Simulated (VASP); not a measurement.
A run of VASP 6.6.1 is set up as follows.

INCAR

```
  ALGO = Normal
  EDIFF = 1E-6
  ENCUT = 520
  GGA = RE
  ISIF = 2
  ISMEAR = -1
  LASPH = T
  LCHARG = T
  LELF = T
  LREAL = F
  LVHAR = T
  LWAVE = F
  NBANDS = 26
  NELM = 80
  PREC = Accurate
  SIGMA = 0.05
```

File KPOINTS:

```
k-points
0
Gamma
  6 6 6
```

POSCAR

```
Si
1.0
   -3.3432103938      3.3432103938      3.3432103938
    3.3432103938     -3.3432103938      3.3432103938
    3.3432103938      3.3432103938     -3.3432103938
Si
8
Direct
    0.2026414038      0.2026414038      0.2026414038
    0.5000000000      1.0000000000      0.2973585962
    0.2973585962      0.5000000000      0.0000000000
    1.0000000000      0.2973585962      0.5000000000
    0.7973585962      0.7973585962      0.7973585962
    0.5000000000      1.0000000000      0.7026414038
    0.7026414038      0.5000000000      0.0000000000
    1.0000000000      0.7026414038      0.5000000000
```

Potentials or basis: VASP PAW PBE potentials, release 64 (Si).

Run with:

```bash
$ cat potpaw_PBE.64/Si/POTCAR > POTCAR
$ mpirun -np 1 vasp_std > vasp.out
```

Task: What does it give for the largest force?

Result: 0.035 eV/Å.

Task: What does it give for the pressure?

Result: -0.2 GPa.

Task: Predict the band gap on the k mesh.

Result: Zero (filled and empty bands overlap).

Forces in eV/Å, atoms in the order of the input:
```
Si  -0.020 -0.020 -0.020
Si   0.020  0.020 -0.020
Si  -0.020  0.020  0.020
Si   0.020 -0.020  0.020
Si   0.020  0.020  0.020
Si  -0.020 -0.020  0.020
Si   0.020 -0.020 -0.020
Si  -0.020  0.020 -0.020
```

Caveat: the PAW data sets were made with another functional, which shifts forces and pressure a little.
